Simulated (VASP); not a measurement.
# SnO (Pmn2_1) in VASP: notebook

Runs on SnO. Level: PBEsol. Tasks: single point.

Everything below comes from runs of VASP 6.6.1. Logs are shortened: lines on timing, memory, paths and dates and some standing lists are left out, and cuts for length are marked.

### 1 The cell of the first run

It takes space group Pmn2_1 (No. 31, orthorhombic). Conventional cell: a = 3.316 Å, b = 11.110 Å, c = 3.894 Å, α = 90.00°, β = 90.00°, γ = 90.00°. Sn (site symmetry m) has 3 O at 2.13 to 2.14 Å within 2.8 Å. Within 2.8 Å of Sn (site symmetry m) lie 3 O at 2.13 to 2.14 Å. Within 2.9 Å of O (site symmetry m) lie 3 Sn at 2.13 to 2.14 Å and 4 O at 2.87 Å. O (site symmetry m) has 3 Sn at 2.13 to 2.14 Å and 4 O at 2.87 Å within 2.9 Å.

### 2 Single point, PBEsol (the distance across one plane changed)

INCAR

```
SYSTEM = SnO
ALGO = Normal ; EDIFF = 1E-6
ENCUT = 520 ; GGA = PS
ISIF = 2 ; ISMEAR = 0
LASPH = .TRUE. ; LCHARG = .FALSE.
LREAL = .FALSE. ; LWAVE = .FALSE.
NBANDS = 50 ; NELM = 100
PREC = Accurate ; SIGMA = 0.05
```

KPOINTS

```
k-points
0
G
  7 8 3
  0 0 0
```

POSCAR

```
SnO
1.0
    0.0000000000      0.0000000000     -3.8941645687
   -3.3156086772      0.0000000000      0.0000000000
    0.0000000000     11.1100010796      0.0000000000
Sn O
4 4
Direct
    0.4738257379      0.0000000000      0.8903025390
    0.4738257379      0.0000000000      0.3768011902
    0.9738257379      0.5000000000      0.1367001586
    0.9738257379      0.5000000000      0.6502015075
    0.2761732621      0.0000000000      0.1978811492
    0.2761732621      0.0000000000      0.7113824980
    0.7761732621      0.5000000000      0.8291215485
    0.7761732621      0.5000000000      0.3156201996
```

Potentials or basis: VASP PAW PBE potentials, release 64 (Sn_d, O).

Command:

```sh
$ cat potpaw_PBE.64/Sn_d/POTCAR potpaw_PBE.64/O/POTCAR > POTCAR
$ mpirun -np 1 vasp_std > vasp.out
```

OUTCAR:

```text
SYSTEM = SnO
   EDIFF = 1E-6
   ENCUT = 520
   GGA = PS
   ISIF = 2
   ISMEAR = 0
   LASPH = .TRUE.
   LREAL = .FALSE.
   NELM = 100
   PREC = Accurate

 ion  position               nearest neighbor table
   1  0.474  0.000  0.890-   6 2.13   7 2.14   7 2.14   4 3.70   4 3.70   4 3.70   4 3.70   3 3.75
                             3 3.75   3 3.75   3 3.75
   2  0.474  0.000  0.377-   5 2.13   8 2.14   8 2.14   3 3.70   3 3.70   3 3.70   3 3.70
   3  0.974  0.500  0.137-   8 2.13   5 2.14   5 2.14   2 3.70   2 3.70   2 3.70   2 3.70   1 3.75
                             1 3.75   1 3.75   1 3.75
   4  0.974  0.500  0.650-   7 2.13   6 2.14   6 2.14   1 3.70   1 3.70   1 3.70   1 3.70
   5  0.276  0.000  0.198-   2 2.13   3 2.14   3 2.14
   6  0.276  0.000  0.711-   1 2.13   4 2.14   4 2.14
   7  0.776  0.500  0.829-   4 2.13   1 2.14   1 2.14
   8  0.776  0.500  0.316-   3 2.13   2 2.14   2 2.14

  LATTYP: Found a simple orthorhombic cell.
 ALAT       =     3.3156086772
 B/A-ratio  =     1.1744946246
 C/A-ratio  =     3.3508179527

  Lattice vectors:

 A1 = (   3.3156086772,   0.0000000000,   0.0000000000)
 A2 = (   0.0000000000,   0.0000000000,  -3.8941645687)
 A3 = (   0.0000000000,  11.1100010796,   0.0000000000)

Analysis of symmetry for initial positions (statically):
=====================================================================
 Subroutine PRICEL returns:
 Original cell was already a primitive cell.

 Routine SETGRP: Setting up the symmetry group for a
 simple orthorhombic supercell.

 Subroutine GETGRP returns: Found  4 space group operations
 (whereof  2 operations were pure point group operations)
 out of a pool of  8 trial point group operations.

The static configuration has the point symmetry C_1h.
 The point group associated with its full space group is C_2v.

Analysis of symmetry for dynamics (positions and initial velocities):
=====================================================================
 Subroutine PRICEL returns:
 Original cell was already a primitive cell.

 Routine SETGRP: Setting up the symmetry group for a
 simple orthorhombic supercell.

 Subroutine GETGRP returns: Found  4 space group operations
 (whereof  2 operations were pure point group operations)
 out of a pool of  8 trial point group operations.

The dynamic configuration has the point symmetry C_1h.
 The point group associated with its full space group is C_2v.

 Subroutine INISYM returns: Found  4 space group operations
 (whereof  2 operations are pure point group operations),
 and found     1 'primitive' translations

----------------------------------------------------------------------------------------

                                     Primitive cell

  volume of cell :     143.4471

  direct lattice vectors                    reciprocal lattice vectors
     0.000000000  0.000000000 -3.894164569     0.000000000  0.000000000 -0.256794489
    -3.315608677  0.000000000  0.000000000    -0.301603747  0.000000000  0.000000000
     0.000000000 11.110001080  0.000000000     0.000000000  0.090008992  0.000000000

  length of vectors
     3.894164569  3.315608677 11.110001080     0.256794489  0.301603747  0.090008992

  position of ions in fractional coordinates (direct lattice)
     0.473825738  0.000000000  0.890302539
     0.473825738  0.000000000  0.376801190
     0.973825738  0.500000000  0.136700159
     0.973825738  0.500000000  0.650201508
     0.276173262  0.000000000  0.197881149
     0.276173262  0.000000000  0.711382498
     0.776173262  0.500000000  0.829121548
     0.776173262  0.500000000  0.315620200

  ion indices of the primitive-cell ions
   primitive index   ion index
                 1           1
                 2           2
                 3           3
                 4           4
                 5           5
                 6           6
                 7           7
                 8           8

----------------------------------------------------------------------------------------

 KPOINTS: k-points

Automatic generation of k-mesh.
 Grid dimensions read from file:
 generate k-points for:    7    8    3

 Generating k-lattice:

  Cartesian coordinates                     Fractional coordinates (reciprocal lattice)
     0.000000000  0.000000000 -0.036684927     0.142857143  0.000000000  0.000000000
    -0.037700468  0.000000000  0.000000000     0.000000000  0.125000000  0.000000000
     0.000000000  0.030002997  0.000000000     0.000000000  0.000000000  0.333333333

  Length of vectors
     0.036684927  0.037700468  0.030002997

  Shift w.r.t. Gamma in fractional coordinates (k-lattice)
     0.000000000  0.000000000  0.000000000

 Subroutine IBZKPT returns following result:
 ===========================================

 Found     40 irreducible k-points:

 Following reciprocal coordinates:
            Coordinates               Weight
  0.000000  0.000000  0.000000      1.000000
  0.142857  0.000000  0.000000      2.000000
  0.285714  0.000000  0.000000      2.000000
  0.428571  0.000000  0.000000      2.000000
  0.000000  0.125000  0.000000      2.000000
  0.142857  0.125000  0.000000      4.000000
[... 16 lines left out ...]
  0.285714  0.000000  0.333333      4.000000
  0.428571  0.000000  0.333333      4.000000
 [... further k-points ...]
   k-points           NKPTS =     40   k-points in BZ     NKDIM =     40   number of bands    NBANDS=     50
   number of dos      NEDOS =    301   number of ions     NIONS =      8
   total plane-waves  NPLWV =  70560
   dimension x,y,z NGX =    30 NGY =   28 NGZ =   84
   dimension x,y,z NGXF=    60 NGYF=   56 NGZF=  168
   ions per type =               4   4
   NGX,Y,Z   is equivalent  to a cutoff of  12.81, 14.04, 12.57 a.u.
   NGXF,Y,Z  is equivalent  to a cutoff of  25.61, 28.08, 25.14 a.u.
 SYSTEM =  SnO
   PREC   = accura    normal or accurate (medium, high low for compatibility)
   ISTART =      0    job   : 0-new  1-cont  2-samecut
   ICHARG =      2    charge: 1-file 2-atom 10-const
   ISPIN  =      1    spin polarized calculation?
   LNONCOLLINEAR =      F non collinear calculations
   LSORBIT =      F    spin-orbit coupling
   LASPH  =      T    aspherical Exc in radial PAW
   ENCUT  =  520.0 eV  38.22 Ry    6.18 a.u.   7.24  6.16 20.66*2*pi/ulx,y,z
   NELM   =    100;   NELMIN=  2; NELMDL= -5     # of ELM steps
   EDIFF  = 0.1E-05   stopping-criterion for ELM
   LREAL  =      F    real-space projection
   EDIFFG = 0.1E-04   stopping-criterion for IOM
   NSW    =      0    number of steps for IOM
   IBRION =     -1    ionic relax: 0-MD 1-quasi-New 2-CG
   NFREE  =      0    steps in history (QN), initial steepest desc. (CG)
   ISIF   =      2    stress and relaxation
   ISYM   =      2    0-nonsym 1-usesym 2-fastsym
   POTIM  = 0.5000    time-step for ionic-motion
   TEBEG  =    0.0;   TEEND  =   0.0 temperature during run
   PSTRESS=    0.0 pullay stress
   NELECT =      80.0000    total number of electrons
   NUPDOWN=      -1.0000    fix difference up-down
   EMIN   =  10.00;   EMAX   =-10.00  energy-range for DOS
   EFERMI =   0.00;   METHOD = LEGACY
   ISMEAR =     0;   SIGMA  =   0.05  broadening in eV -4-tet -1-fermi 0-gaus
   EFERMI_NEDOS =   21; number of points for ismear=-14 and -15
   IALGO  =     38    algorithm
   IMIX   =      4    mixing-type and parameters
     AMIX     =   0.40;   BMIX     =  1.00
     AMIX_MAG =   1.60;   BMIX_MAG =  1.00
  volume/ion in A,a.u.               =      17.93       121.00
  Fermi-wavevector in a.u.,A,eV,Ry     =   1.347538  2.546477 24.706247  1.815858
  Thomas-Fermi vector in A             =   2.475280
   LORBIT       =      0    0 simple, 1 ext, 2 COOP (PROOUT), +10 PAW based schemes
   GGA     = PS    functional components
   LHFCALC =     F    Hartree Fock is set to
   AEXX    =    0.0000 exact exchange contribution
   IVDW    =     0    specifies the selected vdW correction
   LEPSILON=     F    determine dielectric tensor
   LRPA    =     F    only Hartree local field effects (RPA)
 non-spin polarized calculation
 Gauss-broadening in eV      SIGMA  =   0.05
  energy-cutoff  :      520.00
  volume of cell :      143.45
 maximum number of plane-waves:      3896
 NGX is ok and might be reduce to    30
   NGX = 15   NGY = 13   NGZ = 41

 number of electron      80.0000026 magnetization

 Free energy of the ion-electron system (eV)
  ---------------------------------------------------
  ext. energy  EPLUGINS =         0.00000000
  ---------------------------------------------------
  free energy    TOTEN  =       -47.63338581 eV

  energy without entropy =      -47.63338581  energy(sigma->0) =      -47.63338581

 E-fermi :   6.2728     XC(G=0): -10.3950

 val. band max:        5.9908275769   @ k =   0.0000   0.0000   0.0000
 cond. band min:       7.0764568482   @ k =   0.0000   0.3750   0.0000
 fundamental gap:      1.0856292713
 Fermi energy:         6.2728011008

 k-point     1 :       0.0000    0.0000    0.0000
  band No.  band energies     occupation
      1     -15.2987      2.00000
      2     -15.2814      2.00000
      3     -14.9379      2.00000
      4     -14.9277      2.00000
      5     -14.8497      2.00000
      6     -14.8366      2.00000
[... 42 lines left out ...]
     49      12.7467      0.00000
     50      13.8697      0.00000

 k-point     2 :       0.1429    0.0000    0.0000
  band No.  band energies     occupation
      1     -15.2867      2.00000
      2     -15.2713      2.00000
      3     -14.9600      2.00000
      4     -14.9504      2.00000
      5     -14.8428      2.00000
      6     -14.8306      2.00000
[... 42 lines left out ...]
     49      12.7923      0.00000
     50      13.8839      0.00000

 k-point     3 :       0.2857    0.0000    0.0000
  band No.  band energies     occupation
      1     -15.2504      2.00000
      2     -15.2402      2.00000
      3     -15.0264      2.00000
      4     -15.0187      2.00000
      5     -14.8269      2.00000
      6     -14.8183      2.00000
[... 42 lines left out ...]
     49      12.9803      0.00000
     50      13.9071      0.00000

 k-point     4 :       0.4286    0.0000    0.0000
  band No.  band energies     occupation
      1     -15.1910      2.00000
      2     -15.1877      2.00000
      3     -15.1102      2.00000
      4     -15.1069      2.00000
      5     -14.8133      2.00000
      6     -14.8107      2.00000
[... 999 lines left out ...]
 k-point    23 :       0.2857    0.0000    0.3333
  band No.  band energies     occupation
      1     -15.2487      2.00000
      2     -15.2421      2.00000
      3     -15.0246      2.00000
      4     -15.0203      2.00000
      5     -14.8264      2.00000
      6     -14.8191      2.00000
[... 42 lines left out ...]
     49      13.0887      0.00000
     50      13.5151      0.00000

 k-point    24 :       0.4286    0.0000    0.3333
  band No.  band energies     occupation
      1     -15.1907      2.00000
      2     -15.1881      2.00000
      3     -15.1093      2.00000
      4     -15.1077      2.00000
      5     -14.8134      2.00000
      6     -14.8108      2.00000
[... 42 lines left out ...]
     49      13.4650      0.00000
     50      13.7167      0.00000

 [... further k-points ...]

------------------------ aborting loop because EDIFF is reached ----------------------------------------

  FORCE on cell =-STRESS in cart. coord.  units (eV):
  Direction    XX          YY          ZZ          XY          YZ          ZX
  --------------------------------------------------------------------------------------
  -------------------------------------------------------------------------------------
  Total        0.2462877      1.1507244      0.3454103      0.0000000      0.0000000      0.0000000
  in kB        2.7508169     12.8525774      3.8579289      0.0000000      0.0000000      0.0000000
  external PRESSURE =       6.4871077 kB  Pullay stress =       0.0000000 kB

 VOLUME and BASIS-vectors are now :
 -----------------------------------------------------------------------------
  energy-cutoff  :      520.00
  volume of cell :      143.45
      direct lattice vectors                 reciprocal lattice vectors
     0.000000000  0.000000000 -3.894164569     0.000000000  0.000000000 -0.256794489
    -3.315608677  0.000000000  0.000000000    -0.301603747  0.000000000  0.000000000
     0.000000000 11.110001080  0.000000000     0.000000000  0.090008992  0.000000000

 POSITION                                       TOTAL-FORCE (eV/Angst)
 -----------------------------------------------------------------------------------
      0.00000      9.89126     -1.84516         0.000000     -0.058149      0.021655
      0.00000      4.18626     -1.84516         0.000000      0.081736      0.030430
     -1.65780      1.51874     -3.79224         0.000000      0.058149      0.021655
     -1.65780      7.22374     -3.79224         0.000000     -0.081736      0.030430
      0.00000      2.19846     -1.07546         0.000000      0.083311     -0.026020
      0.00000      7.90346     -1.07546         0.000000     -0.023626     -0.026066
     -1.65780      9.21154     -3.02255         0.000000     -0.083311     -0.026020
     -1.65780      3.50654     -3.02255         0.000000      0.023626     -0.026066
 -----------------------------------------------------------------------------------
    total drift:                               -0.000000     -0.000042     -0.001287

  FREE ENERGIE OF THE ION-ELECTRON SYSTEM (eV)
  ---------------------------------------------------
  free  energy   TOTEN  =       -47.6333858087 eV

  energy  without entropy=      -47.6333858087  energy(sigma->0) =      -47.63338581
```

Run time: 3.7 min. Hardware: 1 thread of Oxide Virtual Turin-like, shared host; peak memory 0.35 GiB.

Results:

- Free energy: -47.6334 eV
- Pressure: 0.6 GPa
- Largest force: 0.087 eV/Å
- Band gap on the k mesh: 1.09 eV (least direct gap 1.67 eV)

Forces in eV/Å, atoms in the order of the input:
```
Sn   0.000 -0.058  0.022
Sn   0.000  0.082  0.030
Sn   0.000  0.058  0.022
Sn   0.000 -0.082  0.030
O    0.000  0.083 -0.026
O    0.000 -0.024 -0.026
O    0.000 -0.083 -0.026
O    0.000  0.024 -0.026
```

Levels at points of the mesh, in eV from the valence-band top:
| k point | band 36 | band 37 | band 38 | band 39 | band 40 | band 41 | band 42 | band 43 | band 44 | band 45 |
| --- | --- | --- | --- | --- | --- | --- | --- | --- | --- | --- |
| (0.00, 0.00, 0.00) | -2.81 | -2.33 | -1.88 | -1.62 | 0.00 | 3.06 | 3.23 | 3.41 | 4.23 | 5.09 |
| (0.00, 0.50, 0.00) | -2.87 | -1.40 | -1.40 | -1.17 | -1.17 | 1.93 | 1.93 | 2.53 | 2.53 | 5.74 |

Caveat: the cell differs from its parent crystal (the distance across one plane changed); the PAW data sets were made with another functional, which shifts forces and pressure a little; spin-orbit coupling is left out, which moves the levels of the heavy elements.

[end of part 1 of 2]
